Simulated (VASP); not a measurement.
# SbW8S15 (a cell with a defect) in VASP: electric field gradients with PBE

Aim: the electric field gradients of SbW8S15 (a cell with a defect) with PBE.

Everything below comes from runs of VASP 6.6.1. Logs are shortened: lines on timing, memory, paths and dates and some standing lists are left out, and cuts for length are marked.

## (1) The cell of the first run

The cell holds a defect, 24 atoms: a = 6.360 Å, b = 6.360 Å, c = 12.500 Å, α = 90.00°, β = 90.00°, γ = 120.00°.

## (2) Electric field gradients, PBE

Input file INCAR:

```
SYSTEM = SbW8S15
PREC = Accurate
ENCUT = 520
EDIFF = 1E-8
ISMEAR = -1
SIGMA = 0.01
LREAL = Auto
LASPH = .TRUE.
NELM = 60
ALGO = Normal
ISIF = 2
LWAVE = .FALSE.
LCHARG = .FALSE.
GGA = PE
LEFG = .TRUE.
NELECT = 208.0
NBANDS = 122
```

Input file KPOINTS:

```
regular mesh
0
G
  4 4 2
  0 0 0
```

Input file POSCAR:

```
SbW8S15
1.0
    6.3600000000      0.0000000000      0.0000000000
   -3.1800000000      5.5079215680      0.0000000000
    0.0000000000      0.0000000000     12.5000000000
W Sb S
8 1 15
Direct
    0.1666666666      0.3333333334      0.2500000000
    0.1666666666      0.8333333334      0.2500000000
    0.6666666666      0.3333333334      0.2500000000
    0.6666666666      0.8333333334      0.2500000000
    0.3333333334      0.1666666666      0.7500000000
    0.3333333334      0.6666666666      0.7500000000
    0.8333333334      0.1666666666      0.7500000000
    0.8333333334      0.6666666666      0.7500000000
    0.1666666666      0.3333333334      0.6250000000
    0.1666666666      0.8333333334      0.6250000000
    0.6666666666      0.3333333334      0.6250000000
    0.6666666666      0.8333333334      0.6250000000
    0.3333333334      0.1666666666      0.1250000000
    0.3333333334      0.6666666666      0.1250000000
    0.8333333334      0.1666666666      0.1250000000
    0.8333333334      0.6666666666      0.1250000000
    0.1666666666      0.3333333334      0.8750000000
    0.1666666666      0.8333333334      0.8750000000
    0.6666666666      0.3333333334      0.8750000000
    0.6666666666      0.8333333334      0.8750000000
    0.3333333334      0.1666666666      0.3750000000
    0.3333333334      0.6666666666      0.3750000000
    0.8333333334      0.1666666666      0.3750000000
    0.8333333334      0.6666666666      0.3750000000
```

Potentials or basis: VASP PAW PBE potentials, release 64 (W_sv, Sb, S).

Command:

```console
cat potpaw_PBE.64/W_sv/POTCAR potpaw_PBE.64/Sb/POTCAR potpaw_PBE.64/S/POTCAR > POTCAR
mpirun -np 1 vasp_std > vasp.out
```

OUTCAR:

```text
SYSTEM = SbW8S15
   PREC = Accurate
   ENCUT = 520
   EDIFF = 1E-8
   ISMEAR = -1
   LREAL = Auto
   LASPH = .TRUE.
   NELM = 60
   ISIF = 2
   GGA = PE
   NELECT = 208.0

 ion  position               nearest neighbor table
   1  0.167  0.333  0.250-  14 2.41  22 2.41  15 2.41  23 2.41  13 2.41  21 2.41   2 3.18   4 3.18
                             2 3.18   4 3.18   3 3.18   3 3.18
   2  0.167  0.833  0.250-  13 2.41  21 2.41  16 2.41  24 2.41  22 2.41  14 2.41   1 3.18   3 3.18
                             1 3.18   3 3.18   4 3.18   4 3.18
   3  0.667  0.333  0.250-  16 2.41  24 2.41  21 2.41  13 2.41  23 2.41  15 2.41   2 3.18   4 3.18
                             4 3.18   2 3.18   1 3.18   1 3.18
   4  0.667  0.833  0.250-  15 2.41  23 2.41  22 2.41  14 2.41  16 2.41  24 2.41   1 3.18   3 3.18
                             3 3.18   1 3.18   2 3.18   2 3.18
   5  0.333  0.167  0.750-  10 2.41  18 2.41  11 2.41  19 2.41   9 2.41  17 2.41   6 3.18   8 3.18
                             6 3.18   8 3.18   7 3.18   7 3.18
   6  0.333  0.667  0.750-   9 2.41  17 2.41  12 2.41  20 2.41  18 2.41  10 2.41   5 3.18   7 3.18
                             5 3.18   7 3.18   8 3.18   8 3.18
   7  0.833  0.167  0.750-  12 2.41  20 2.41  17 2.41   9 2.41  19 2.41  11 2.41   6 3.18   8 3.18
                             8 3.18   6 3.18   5 3.18   5 3.18
   8  0.833  0.667  0.750-  11 2.41  19 2.41  18 2.41  10 2.41  12 2.41  20 2.41   5 3.18   7 3.18
                             7 3.18   5 3.18   6 3.18   6 3.18
   9  0.167  0.333  0.625-   6 2.41   7 2.41   5 2.41  17 3.12  12 3.18  10 3.18  10 3.18  12 3.18
                            11 3.18  11 3.18
  10  0.167  0.833  0.625-   5 2.41   8 2.41   6 2.41   9 3.18   9 3.18
  11  0.667  0.333  0.625-   8 2.41   5 2.41   7 2.41   9 3.18   9 3.18
  12  0.667  0.833  0.625-   7 2.41   6 2.41   8 2.41   9 3.18   9 3.18
  13  0.333  0.167  0.125-   2 2.41   3 2.41   1 2.41
  14  0.333  0.667  0.125-   1 2.41   4 2.41   2 2.41
  15  0.833  0.167  0.125-   4 2.41   1 2.41   3 2.41
  16  0.833  0.667  0.125-   3 2.41   2 2.41   4 2.41
  17  0.167  0.333  0.875-   6 2.41   7 2.41   5 2.41   9 3.12
  18  0.167  0.833  0.875-   5 2.41   8 2.41   6 2.41
  19  0.667  0.333  0.875-   8 2.41   5 2.41   7 2.41
  20  0.667  0.833  0.875-   7 2.41   6 2.41   8 2.41
  21  0.333  0.167  0.375-   2 2.41   3 2.41   1 2.41
  22  0.333  0.667  0.375-   1 2.41   4 2.41   2 2.41
  23  0.833  0.167  0.375-   4 2.41   1 2.41   3 2.41
  24  0.833  0.667  0.375-   3 2.41   2 2.41   4 2.41

  LATTYP: Found a hexagonal cell.
 ALAT       =     6.3600000000
 C/A-ratio  =     1.9654088050

  Lattice vectors:

 A1 = (   6.3600000000,   0.0000000000,   0.0000000000)
 A2 = (  -3.1800000000,   5.5079215680,   0.0000000000)
 A3 = (   0.0000000000,   0.0000000000,  12.5000000000)

Analysis of symmetry for initial positions (statically):
=====================================================================
 Subroutine PRICEL returns:
 Original cell was already a primitive cell.

 Routine SETGRP: Setting up the symmetry group for a
 hexagonal supercell.

 Subroutine GETGRP returns: Found  6 space group operations
 (whereof  2 operations were pure point group operations)
 out of a pool of 24 trial point group operations.

The static configuration has the point symmetry C_1h.
 The point group associated with its full space group is C_3v.

Analysis of symmetry for dynamics (positions and initial velocities):
=====================================================================
 Subroutine PRICEL returns:
 Original cell was already a primitive cell.

 Routine SETGRP: Setting up the symmetry group for a
 hexagonal supercell.

 Subroutine GETGRP returns: Found  6 space group operations
 (whereof  2 operations were pure point group operations)
 out of a pool of 24 trial point group operations.

The dynamic configuration has the point symmetry C_1h.
 The point group associated with its full space group is C_3v.

 Subroutine INISYM returns: Found  6 space group operations
 (whereof  2 operations are pure point group operations),
 and found     1 'primitive' translations

----------------------------------------------------------------------------------------

                                     Primitive cell
[... 130 lines left out ...]
   NUPDOWN=      -1.0000    fix difference up-down
   EMIN   =  10.00;   EMAX   =-10.00  energy-range for DOS
   EFERMI =   0.00;   METHOD = LEGACY
   ISMEAR =    -1;   SIGMA  =   0.01  broadening in eV -4-tet -1-fermi 0-gaus
   EFERMI_NEDOS =   21; number of points for ismear=-14 and -15
   IALGO  =     38    algorithm
   IMIX   =      4    mixing-type and parameters
     AMIX     =   0.40;   BMIX     =  1.00
     AMIX_MAG =   1.60;   BMIX_MAG =  1.00
  volume/ion in A,a.u.               =      18.24       123.12
  Fermi-wavevector in a.u.,A,eV,Ry     =   1.277353  2.413847 22.199688  1.631631
  Thomas-Fermi vector in A             =   2.409958
   LORBIT       =      0    0 simple, 1 ext, 2 COOP (PROOUT), +10 PAW based schemes
   GGA     = PE    functional components
   LHFCALC =     F    Hartree Fock is set to
   AEXX    =    0.0000 exact exchange contribution
   IVDW    =     0    specifies the selected vdW correction
   LEPSILON=     F    determine dielectric tensor
   LRPA    =     F    only Hartree local field effects (RPA)
 non-spin polarized calculation
  energy-cutoff  :      520.00
  volume of cell :      437.88
 maximum number of plane-waves:     11806
 NGX is ok and might be reduce to    48
   NGX = 23   NGY = 23   NGZ = 47

 number of electron     208.0000024 magnetization

 Free energy of the ion-electron system (eV)
  ---------------------------------------------------
  ext. energy  EPLUGINS =         0.00000000
  ---------------------------------------------------
  free energy    TOTEN  =      -176.78656559 eV

  energy without entropy =     -176.78656559  energy(sigma->0) =     -176.78656559

 E-fermi :   8.2354     XC(G=0): -10.8899

 val. band max:        8.0401377760   @ k =   0.0000   0.0000   0.0000
 cond. band min:       8.4517694506   @ k =   0.2500   0.2500   0.0000
 fundamental gap:      0.4116316746
 Fermi energy:         8.2354203872

 k-point     1 :       0.0000    0.0000    0.0000
  band No.  band energies     occupation
      1     -67.6046      2.00000
      2     -67.5898      2.00000
      3     -67.5898      2.00000
      4     -67.5770      2.00000
      5     -66.7908      2.00000
      6     -66.3736      2.00000
[... 941 lines left out ...]
    115       9.3838      0.00000
    116       9.7534      0.00000
 [bands above 116 left out]

------------------------ aborting loop because EDIFF is reached ----------------------------------------

  FORCE on cell =-STRESS in cart. coord.  units (eV):
  Direction    XX          YY          ZZ          XY          YZ          ZX
  --------------------------------------------------------------------------------------
  -------------------------------------------------------------------------------------
  Total       29.4295254     29.4295254     39.6794314      0.0000000      0.0000000      0.0000000
  in kB      107.6809715    107.6809715    145.1847987      0.0000000      0.0000000      0.0000000
  external PRESSURE =     120.1822472 kB  Pullay stress =       0.0000000 kB

 VOLUME and BASIS-vectors are now :
 -----------------------------------------------------------------------------
  energy-cutoff  :      520.00
  volume of cell :      437.88
      direct lattice vectors                 reciprocal lattice vectors
     6.360000000  0.000000000  0.000000000     0.157232704  0.090778344  0.000000000
    -3.180000000  5.507921568  0.000000000     0.000000000  0.181556688  0.000000000
     0.000000000  0.000000000 12.500000000     0.000000000  0.000000000  0.080000000

 POSITION                                       TOTAL-FORCE (eV/Angst)
 -----------------------------------------------------------------------------------
     -0.00000      1.83597      3.12500         0.000000     -0.000000     -0.018836
     -1.59000      4.58993      3.12500         0.033808      0.019519     -0.131952
      3.18000      1.83597      3.12500         0.000000     -0.039038     -0.131952
      1.59000      4.58993      3.12500        -0.033808      0.019519     -0.131952
      1.59000      0.91799      9.37500         3.064696     -1.769403      3.477131
      0.00000      3.67195      9.37500        -0.000000      3.538806      3.477131
[... 16 lines left out ...]
      4.77000      0.91799      4.68750         0.041667      0.024057      0.300895
      3.18000      3.67195      4.68750         0.000000     -0.000000      0.227799
 -----------------------------------------------------------------------------------
    total drift:                               -0.000001      0.000001      0.000967

  FREE ENERGIE OF THE ION-ELECTRON SYSTEM (eV)
  ---------------------------------------------------
  free  energy   TOTEN  =      -176.7865655863 eV

  energy  without entropy=     -176.7865655862  energy(sigma->0) =     -176.78656559

 Electric field gradients (V/A^2)
---------------------------------------------------------------------
 ion       V_xx      V_yy      V_zz      V_xy      V_xz      V_yz
---------------------------------------------------------------------
   1      82.159    82.159  -164.319     0.000    -0.000     0.000
   2      79.139    78.865  -158.003     0.237    -3.425    -1.977
   3      78.728    79.276  -158.003     0.000     0.000     3.954
   4      79.139    78.865  -158.003    -0.237     3.425    -1.977
   5      78.313    91.318  -169.631    11.263   -78.921    45.565
   6      97.821    71.810  -169.631     0.000     0.000   -91.130
[... 16 lines left out ...]
  23      21.976    21.061   -43.037     0.794     2.934     1.694
  24      23.637    23.637   -47.274     0.001    -0.000     0.000
---------------------------------------------------------------------

 Electric field gradients after diagonalization (V/A^2)
 (convention: |V_zz| > |V_xx| > |V_yy|)
----------------------------------------------------------------------
 ion       V_xx      V_yy      V_zz     asymmetry (V_yy - V_xx)/ V_zz
----------------------------------------------------------------------
   1      82.159    82.159  -164.319       0.000
   2      79.342    78.728  -158.069       0.004
   3      79.342    78.728  -158.069       0.004
   4      79.341    78.728  -158.069       0.004
   5     102.345    97.821  -200.166       0.023
   6     102.345    97.821  -200.166       0.023
[... 16 lines left out ...]
  23      22.610    20.602   -43.212       0.046
  24      23.638    23.637   -47.274       0.000
----------------------------------------------------------------------

           NMR quadrupolar parameters

 Cq : quadrupolar parameter    Cq=e*Q*V_zz/h
 eta: asymmetry parameters     (V_yy - V_xx)/ V_zz
 Q  : nuclear electric quadrupole moment in mb (millibarn)
----------------------------------------------------------------------
 ion       Cq(MHz)       eta       Q (mb)
----------------------------------------------------------------------
   1      -0.397       0.000       1.000
   2      -0.382       0.004       1.000
   3      -0.382       0.004       1.000
   4      -0.382       0.004       1.000
   5      -0.484       0.023       1.000
   6      -0.484       0.023       1.000
[... 16 lines left out ...]
  23      -0.104       0.046       1.000
  24      -0.114       0.000       1.000
----------------------------------------------------------------------
```

Wall time 23 min (1 thread of Intel Xeon Platinum 8259CL at 2.50GHz (Skylake/Cascade Lake), shared host); peak memory 0.65 GiB.

What came out:

* Free energy: -176.7866 eV
* Largest force: 10.721 eV/Å
* Largest electric field gradient by atom: W -164.3, -158.1, -200.2, -141.4 (each value once); Sb -204.8; S -48.0, -47.4, -40.5, -37.8, -43.2, -47.3 (each value once) V/Å²

Forces in eV/Å, atoms in the order of the input:
```
W     0.000   0.000  -0.019
W     0.034   0.020  -0.132
W     0.000  -0.039  -0.132
W    -0.034   0.020  -0.132
W     3.065  -1.769   3.477
W     0.000   3.539   3.477
W    -3.065  -1.769   3.477
W     0.000   0.000   0.364
Sb    0.000   0.000 -10.721
S     0.062   0.036  -0.246
S     0.000  -0.071  -0.246
S    -0.062   0.036  -0.246
S    -0.001   0.000  -0.187
S     0.000  -0.001  -0.187
S     0.001   0.000  -0.187
S     0.000   0.000  -0.155
S     0.000   0.000   0.269
S    -0.270  -0.156   0.132
S     0.000   0.311   0.132
S     0.270  -0.156   0.132
S    -0.042   0.024   0.301
S     0.000  -0.048   0.301
S     0.042   0.024   0.301
S     0.000   0.000   0.228
```

Electric field gradients, principal values (V/Å²):
| atom | least | middle | greatest (by size) |
| --- | --- | --- | --- |
| 1 W | 82.159 | 82.159 | -164.319 |
| 2 W | 78.728 | 79.342 | -158.069 |
| 3 W | 78.728 | 79.342 | -158.069 |
| 4 W | 78.728 | 79.341 | -158.069 |
| 5 W | 97.821 | 102.345 | -200.166 |
| 6 W | 97.821 | 102.345 | -200.166 |
| 7 W | 97.821 | 102.345 | -200.166 |
| 8 W | 70.721 | 70.721 | -141.442 |
| 9 Sb | 102.406 | 102.407 | -204.813 |
| 10 S | 13.049 | 34.985 | -48.034 |
| 11 S | 13.049 | 34.985 | -48.034 |
| 12 S | 13.048 | 34.986 | -48.034 |
| 13 S | 22.866 | 24.542 | -47.408 |
| 14 S | 22.867 | 24.541 | -47.408 |
| 15 S | 22.867 | 24.541 | -47.408 |
| 16 S | 23.718 | 23.719 | -47.437 |
| 17 S | 20.228 | 20.230 | -40.458 |
| 18 S | 14.018 | 23.810 | -37.828 |
| 19 S | 14.018 | 23.810 | -37.828 |
| 20 S | 14.017 | 23.811 | -37.828 |
| 21 S | 20.603 | 22.609 | -43.212 |
| 22 S | 20.602 | 22.610 | -43.212 |
| 23 S | 20.602 | 22.610 | -43.212 |
| 24 S | 23.637 | 23.638 | -47.274 |

Caveat: the cell carries a net charge on a neutralising background, which shifts energy and pressure; the cell is charged against a uniform background, so pressure and absolute levels hang on convention; without QUAD_EFG the Cq values of the log hold for a quadrupole moment of 1 mb, not for the nuclei; spin-orbit coupling is left out, which moves the levels of the heavy elements.
